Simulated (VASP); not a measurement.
# Ta2N (P-3m1) in VASP: a series of runs

Aim: see how the results for Ta2N move with the level of theory and the settings. Levels: r2SCAN+rVV10, r2SCAN, r2SCAN+D3(BJ), r2SCAN+D4. Tasks: single point.

All numbers are computed with VASP 6.6.1; they aren't measurements. Logs are shortened: lines on timing, memory, paths and dates and some standing lists are left out, and cuts for length are marked.

## (1) The cell of the first run

The structure is trigonal, space group P-3m1 (No. 164). Conventional cell: a = 3.063 Å, b = 3.063 Å, c = 4.894 Å, α = 90.00°, β = 90.00°, γ = 120.00°. Within 3.1 Å of Ta (site symmetry 3m) lie 3 N at 2.17 Å and 12 Ta at 2.96 to 3.08 Å. Within 2.9 Å of N (site symmetry -3m) lie 6 Ta at 2.17 Å.

## (2) Single point, r2SCAN+rVV10

The input, POSCAR:

```
Ta2N
1.0
    3.0633199728      0.0000000000      0.0000000000
   -1.5316599864      2.6529129164      0.0000000000
    0.0000000000      0.0000000000      4.8942444362
Ta N
2 1
Direct
    0.3333333333      0.6666666667      0.2575402749
    0.6666666667      0.3333333333      0.7424597251
    0.0000000000      0.0000000000      0.0000000000
```

The input, INCAR.step1:

```
SYSTEM = Ta2N
PREC     = Accurate       ! precision mode
ENCUT    = 520            ! plane-wave cutoff, eV
ISMEAR   = -1             ! smearing method
SIGMA    = 0.05           ! smearing width, eV
LREAL    = .False.        ! projectors in reciprocal space
LASPH    = .True.         ! aspherical terms in the spheres
NELM     = 100            ! most SCF steps
NBANDS   = 20             ! bands
GGA      = PE             ! functional
ALGO     = Normal         ! electronic algorithm
EDIFF    = 1E-4           ! SCF threshold, eV
LWAVE    = .True.         ! write WAVECAR
LCHARG   = .False.        ! write CHGCAR
```

The input, INCAR.step2:

```
SYSTEM = Ta2N
PREC     = Accurate       ! precision mode
ENCUT    = 520            ! plane-wave cutoff, eV
EDIFF    = 1E-6           ! SCF threshold, eV
ISMEAR   = -1             ! smearing method
SIGMA    = 0.05           ! smearing width, eV
LREAL    = .False.        ! projectors in reciprocal space
LASPH    = .True.         ! aspherical terms in the spheres
NELM     = 100            ! most SCF steps
ALGO     = Normal         ! electronic algorithm
ISIF     = 2              ! what is computed and relaxed
LWAVE    = .False.        ! write WAVECAR
LCHARG   = .True.         ! write CHGCAR
METAGGA  = R2SCAN         ! meta-GGA
LMIXTAU  = .True.       
LUSE_VDW = .True.       
IVDW_NL  = 2            
BPARAM   = 11.95        
CPARAM   = 0.0093       
LELF     = .True.         ! ELF
LVHAR    = .True.       
NBANDS   = 20             ! bands
ISTART   = 1
```

The input, KPOINTS:

```
Automatic mesh
0
Gamma
  10 10 6
  0 0 0
```

Potentials or basis: VASP PAW PBE potentials, release 64 (Ta_pv, N).

The run is started by

```
$ cat potpaw_PBE.64/Ta_pv/POTCAR potpaw_PBE.64/N/POTCAR > POTCAR
$ cp INCAR.step1 INCAR
$ mpirun -np 1 vasp_std > vasp.out
$ cp INCAR.step2 INCAR
$ mpirun -np 1 vasp_std > vasp.out
```

OUTCAR:

```text
SYSTEM = Ta2N
   PREC = Accurate
   ENCUT = 520
   EDIFF = 1E-6
   ISMEAR = -1
   LREAL = .False.
   LASPH = .True.
   NELM = 100
   ISIF = 2
   METAGGA = R2SCAN
   IVDW_NL = 2
   BPARAM = 11.95
   ISTART = 1

 ion  position               nearest neighbor table
   1  0.333  0.667  0.258-   3 2.17   3 2.17   3 2.17   2 2.96   2 2.96   2 2.96   2 3.08   2 3.08
                             2 3.08
   2  0.667  0.333  0.742-   3 2.17   3 2.17   3 2.17   1 2.96   1 2.96   1 2.96   1 3.08   1 3.08
                             1 3.08
   3  0.000  0.000  0.000-   1 2.17   2 2.17   2 2.17   1 2.17   2 2.17   1 2.17

  LATTYP: Found a hexagonal cell.
 ALAT       =     3.0633199728
 C/A-ratio  =     1.5976928560

  Lattice vectors:

 A1 = (   3.0633199728,   0.0000000000,   0.0000000000)
 A2 = (  -1.5316599864,   2.6529129164,   0.0000000000)
 A3 = (   0.0000000000,   0.0000000000,   4.8942444362)

Analysis of symmetry for initial positions (statically):
=====================================================================
 Subroutine PRICEL returns:
 Original cell was already a primitive cell.

 Routine SETGRP: Setting up the symmetry group for a
 hexagonal supercell.

 Subroutine GETGRP returns: Found 12 space group operations
 (whereof 12 operations were pure point group operations)
 out of a pool of 24 trial point group operations.

The static configuration has the point symmetry D_3d.

Analysis of symmetry for dynamics (positions and initial velocities):
=====================================================================
 Subroutine PRICEL returns:
 Original cell was already a primitive cell.

 Routine SETGRP: Setting up the symmetry group for a
 hexagonal supercell.

 Subroutine GETGRP returns: Found 12 space group operations
 (whereof 12 operations were pure point group operations)
 out of a pool of 24 trial point group operations.

The dynamic configuration has the point symmetry D_3d.

 Subroutine INISYM returns: Found 12 space group operations
 (whereof 12 operations are pure point group operations),
 and found     1 'primitive' translations

----------------------------------------------------------------------------------------

                                     Primitive cell

  volume of cell :      39.7742

  direct lattice vectors                    reciprocal lattice vectors
     3.063319973  0.000000000  0.000000000     0.326443208  0.188472074  0.000000000
    -1.531659986  2.652912916  0.000000000     0.000000000  0.376944148  0.000000000
     0.000000000  0.000000000  4.894244436     0.000000000  0.000000000  0.204321630

  length of vectors
     3.063319973  3.063319973  4.894244436     0.376944148  0.376944148  0.204321630

  position of ions in fractional coordinates (direct lattice)
     0.333333333  0.666666667  0.257540275
     0.666666667  0.333333333  0.742459725
     0.000000000  0.000000000  0.000000000

  ion indices of the primitive-cell ions
   primitive index   ion index
                 1           1
                 2           2
                 3           3

----------------------------------------------------------------------------------------

 KPOINTS: Automatic mesh

Automatic generation of k-mesh.
 Grid dimensions read from file:
 generate k-points for:   10   10    6

 Generating k-lattice:

  Cartesian coordinates                     Fractional coordinates (reciprocal lattice)
     0.032644321  0.018847207  0.000000000     0.100000000  0.000000000  0.000000000
     0.000000000  0.037694415  0.000000000     0.000000000  0.100000000  0.000000000
     0.000000000  0.000000000  0.034053605     0.000000000  0.000000000  0.166666667

  Length of vectors
     0.037694415  0.037694415  0.034053605

  Shift w.r.t. Gamma in fractional coordinates (k-lattice)
     0.000000000  0.000000000  0.000000000

 Subroutine IBZKPT returns following result:
 ===========================================

 Found     72 irreducible k-points:

 Following reciprocal coordinates:
            Coordinates               Weight
  0.000000  0.000000  0.000000      1.000000
  0.100000  0.000000  0.000000      6.000000
  0.200000  0.000000  0.000000      6.000000
  0.300000  0.000000  0.000000      6.000000
  0.400000  0.000000  0.000000      6.000000
  0.500000  0.000000  0.000000      3.000000
[... 16 lines left out ...]
  0.000000  0.400000  0.166667      6.000000
  0.500000  0.000000  0.166667      6.000000
 [... further k-points ...]
   k-points           NKPTS =     72   k-points in BZ     NKDIM =     72   number of bands    NBANDS=     20
   number of dos      NEDOS =    301   number of ions     NIONS =      3
   total plane-waves  NPLWV =  20736
   dimension x,y,z NGX =    24 NGY =   24 NGZ =   36
   dimension x,y,z NGXF=    48 NGYF=   48 NGZF=   72
   ions per type =               2   1
   NGX,Y,Z   is equivalent  to a cutoff of  13.02, 13.02, 12.23 a.u.
   NGXF,Y,Z  is equivalent  to a cutoff of  26.05, 26.05, 24.46 a.u.
 SYSTEM =  Ta2N
   PREC   = accura    normal or accurate (medium, high low for compatibility)
   ISTART =      1    job   : 0-new  1-cont  2-samecut
   ICHARG =      0    charge: 1-file 2-atom 10-const
   ISPIN  =      1    spin polarized calculation?
   LNONCOLLINEAR =      F non collinear calculations
   LSORBIT =      F    spin-orbit coupling
   LASPH  =      T    aspherical Exc in radial PAW
   ENCUT  =  520.0 eV  38.22 Ry    6.18 a.u.   5.70  5.70  9.10*2*pi/ulx,y,z
   NELM   =    100;   NELMIN=  2; NELMDL=  0     # of ELM steps
   EDIFF  = 0.1E-05   stopping-criterion for ELM
   LREAL  =      F    real-space projection
   EDIFFG = 0.1E-04   stopping-criterion for IOM
   NSW    =      0    number of steps for IOM
   IBRION =     -1    ionic relax: 0-MD 1-quasi-New 2-CG
   NFREE  =      0    steps in history (QN), initial steepest desc. (CG)
   ISIF   =      2    stress and relaxation
   ISYM   =      2    0-nonsym 1-usesym 2-fastsym
   POTIM  = 0.5000    time-step for ionic-motion
   TEBEG  =    0.0;   TEEND  =   0.0 temperature during run
   PSTRESS=    0.0 pullay stress
   NELECT =      27.0000    total number of electrons
   NUPDOWN=      -1.0000    fix difference up-down
   EMIN   =  10.00;   EMAX   =-10.00  energy-range for DOS
   EFERMI =   0.00;   METHOD = LEGACY
   ISMEAR =    -1;   SIGMA  =   0.05  broadening in eV -4-tet -1-fermi 0-gaus
   EFERMI_NEDOS =   21; number of points for ismear=-14 and -15
   IALGO  =     38    algorithm
   IMIX   =      4    mixing-type and parameters
     AMIX     =   0.40;   BMIX     =  1.00
     AMIX_MAG =   1.60;   BMIX_MAG =  1.00
  volume/ion in A,a.u.               =      13.26        89.47
  Fermi-wavevector in a.u.,A,eV,Ry     =   1.438784  2.718908 28.165431  2.070101
  Thomas-Fermi vector in A             =   2.557713
   LORBIT       =      0    0 simple, 1 ext, 2 COOP (PROOUT), +10 PAW based schemes
   METAGGA = R2SCAN    functional components
   LHFCALC =     F    Hartree Fock is set to
   AEXX    =    0.0000 exact exchange contribution
   IVDW_NL    =     2    kernel type
   BPARAM     =11.9500
   IVDW    =     0    specifies the selected vdW correction
   LEPSILON=     F    determine dielectric tensor
   LRPA    =     F    only Hartree local field effects (RPA)
 non-spin polarized calculation
  energy-cutoff  :      520.00
  volume of cell :       39.77
 maximum number of plane-waves:      1092
 NGX is ok and might be reduce to    24
   NGX = 11   NGY = 11   NGZ = 19

 number of electron      26.9999999 magnetization

 Free energy of the ion-electron system (eV)
  ---------------------------------------------------
  ext. energy  EPLUGINS =         0.00000000
  ---------------------------------------------------
  free energy    TOTEN  =      -108.63182008 eV

  energy without entropy =     -108.62179512  energy(sigma->0) =     -108.62680760

 E-fermi :   7.7457     XC(G=0): -14.0991

 val. band max:        7.7418593214   @ k =   0.1000   0.0000   0.0000
 cond. band min:       7.7994839912   @ k =   0.2000   0.1000   0.3333
 fundamental gap:      0.0576246698
 Fermi energy:         7.7456975240

 k-point     1 :       0.0000    0.0000    0.0000
  band No.  band energies     occupation
      1     -29.3162      2.00000
      2     -28.4557      2.00000
      3     -28.4557      2.00000
      4     -28.3291      2.00000
      5     -28.3290      2.00000
      6     -28.2612      2.00000
[... 12 lines left out ...]
     19       8.8961      0.00000
     20      13.0271      0.00000

 k-point     2 :       0.1000    0.0000    0.0000
  band No.  band energies     occupation
      1     -29.2818      2.00000
      2     -28.5281      2.00000
      3     -28.4802      2.00000
      4     -28.4009      2.00000
      5     -28.3355      2.00000
      6     -28.2710      2.00000
[... 12 lines left out ...]
     19       9.6772      0.00000
     20      13.0024      0.00000

 k-point     3 :       0.2000    0.0000    0.0000
  band No.  band energies     occupation
      1     -29.1859      2.00000
      2     -28.7165      2.00000
      3     -28.5786      2.00000
      4     -28.5398      2.00000
      5     -28.3565      2.00000
      6     -28.3056      2.00000
[... 12 lines left out ...]
     19      11.4336      0.00000
     20      12.5996      0.00000

 k-point     4 :       0.3000    0.0000    0.0000
  band No.  band energies     occupation
      1     -29.0541      2.00000
      2     -28.9440      2.00000
      3     -28.7812      2.00000
      4     -28.6082      2.00000
      5     -28.3869      2.00000
      6     -28.3683      2.00000
[... 429 lines left out ...]
 k-point    23 :       0.0000    0.4000    0.1667
  band No.  band energies     occupation
      1     -29.2021      2.00000
      2     -28.9844      2.00000
      3     -28.7861      2.00000
      4     -28.6426      2.00000
      5     -28.4509      2.00000
      6     -28.4324      2.00000
[... 12 lines left out ...]
     19      12.2466      0.00000
     20      14.1814      0.00000

 k-point    24 :       0.5000    0.0000    0.1667
  band No.  band energies     occupation
      1     -29.2412      2.00000
      2     -29.0461      2.00000
      3     -28.7589      2.00000
      4     -28.6637      2.00000
      5     -28.4813      2.00000
      6     -28.4414      2.00000
[... 12 lines left out ...]
     19      12.5732      0.00000
     20      13.4354      0.00000

 [... further k-points ...]

------------------------ aborting loop because EDIFF is reached ----------------------------------------

  FORCE on cell =-STRESS in cart. coord.  units (eV):
  Direction    XX          YY          ZZ          XY          YZ          ZX
  --------------------------------------------------------------------------------------
  -------------------------------------------------------------------------------------
  Total        0.4587688      0.4587688      0.4184000      0.0000000      0.0000000      0.0000000
  in kB       18.4800638     18.4800638     16.8539335      0.0000000      0.0000000      0.0000000
  external PRESSURE =      17.9380204 kB  Pullay stress =       0.0000000 kB

 VOLUME and BASIS-vectors are now :
 -----------------------------------------------------------------------------
  energy-cutoff  :      520.00
  volume of cell :       39.77
      direct lattice vectors                 reciprocal lattice vectors
     3.063319973  0.000000000  0.000000000     0.326443208  0.188472074  0.000000000
    -1.531659986  2.652912916  0.000000000     0.000000000  0.376944148  0.000000000
     0.000000000  0.000000000  4.894244436     0.000000000  0.000000000  0.204321630

 POSITION                                       TOTAL-FORCE (eV/Angst)
 -----------------------------------------------------------------------------------
     -0.00000      1.76861      1.26047         0.000000     -0.000000      0.081592
      1.53166      0.88430      3.63378        -0.000000      0.000000     -0.081592
      0.00000      0.00000      0.00000        -0.000000      0.000000      0.000000
 -----------------------------------------------------------------------------------
    total drift:                                0.000000     -0.000000      0.000000

  FREE ENERGIE OF THE ION-ELECTRON SYSTEM (eV)
  ---------------------------------------------------
  free  energy   TOTEN  =      -108.6318200767 eV

  energy  without entropy=     -108.6217951197  energy(sigma->0) =     -108.62680760
```

Wall time 3.7 min (1 thread of Intel Xeon 8259CL, shared host); peak memory 0.29 GiB.

Results:

```yaml
Free_energy: -108.6318 eV
Pressure: 1.8 GPa
Largest_force: 0.082 eV/Å
Band_gap_on_the_k_mesh: zero (an odd number of electrons rules out a gap without spin polarisation)
```

Forces on the atoms (eV/Å):
```
Ta   0.000  0.000  0.082
Ta   0.000  0.000 -0.082
N    0.000  0.000  0.000
```

Caveat: the PAW data sets were made with another functional, which shifts forces and pressure a little; spin-orbit coupling is left out, which moves the levels of the heavy elements.

(Continued in part 2 of 3.)
